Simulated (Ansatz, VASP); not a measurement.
**Sb2Au: VASP beside Ansatz**

Contents of INCAR:

```
SYSTEM = Sb2Au
ALGO = Normal
EDIFF = 1E-6
ENCUT = 520
GGA = CA
ISIF = 2
ISMEAR = -1
LASPH = .True.
LCHARG = .False.
LREAL = .False.
LWAVE = .False.
NBANDS = 18
NELM = 80
PREC = Accurate
SIGMA = 0.08
```

The input KPOINTS:

```
k-points
0
Gamma
  9 9 9
  0 0 0
```

Contents of POSCAR:

```
Sb2Au
1.0
    0.0000000000      3.3500403774      3.3500403774
    3.3500403774      0.0000000000      3.3500403774
    3.3500403774      3.3500403774      0.0000000000
Sb Au
2 1
Direct
    0.2500000000      0.2500000000      0.2500000000
    0.7500000000      0.7500000000      0.7500000000
    0.0000000000      0.0000000000      0.0000000000
```

Input for Ansatz:

```yaml
crystal:
  lattice:
    - [0.0, 3.3500403774, 3.3500403774]
    - [3.3500403774, 0.0, 3.3500403774]
    - [3.3500403774, 3.3500403774, 0.0]
  atoms:
    - { symbol: Sb, position: [0.25, 0.25, 0.25] }
    - { symbol: Sb, position: [0.75, 0.75, 0.75] }
    - { symbol: Au, position: [0.0, 0.0, 0.0] }
kpoints:
  mp_grid: { grid: [9, 9, 9] }
  band_path:
    path:
      - [0.0, 0.0, 0.0]
      - [0.5, 0.0, 0.5]
      - [0.625, 0.25, 0.625]
      - [0.375, 0.375, 0.75]
      - [0.0, 0.0, 0.0]
      - [0.5, 0.5, 0.5]
      - [0.5, 0.25, 0.75]
      - [0.5, 0.0, 0.5]
    npoints: 5
scf:
  occupations: { method: fermi_dirac, width: 0.08 }
hamiltonian:
  xc: lda
  pseudopotentials: { kind: all_electron, lapw: { basis_error: 0.001 } }
output:
  forces: true
  stress: true
  eigenvalues: true
```

Change from the starting cell: volume scaled by 1.02.

Alike in both runs: task single point; functional LDA; k mesh 9 × 9 × 9; occupations fermi-dirac, width 0.08 eV; no spin polarisation.

```csv
,VASP,Ansatz
version,VASP 6.6.1,Ansatz 0.2.0
potentials or method,"VASP PAW LDA potentials, release 64 (Sb, Au), cutoff 520 eV","all-electron LAPW, scalar-relativistic"
```

Ansatz gave:

| Quantity | Value |
| --- | --- |
| pressure (GPa) | 1.0 |

Q: What did VASP give for the same quantities?

A: Pressure (GPa): 1.2.

LDA's correlation is that of Perdew and Zunger in VASP and of Perdew and Wang (1992) in Ansatz. Ansatz ran all-electron here, and VASP with PAW potentials.

Neither program's run includes spin-orbit coupling.
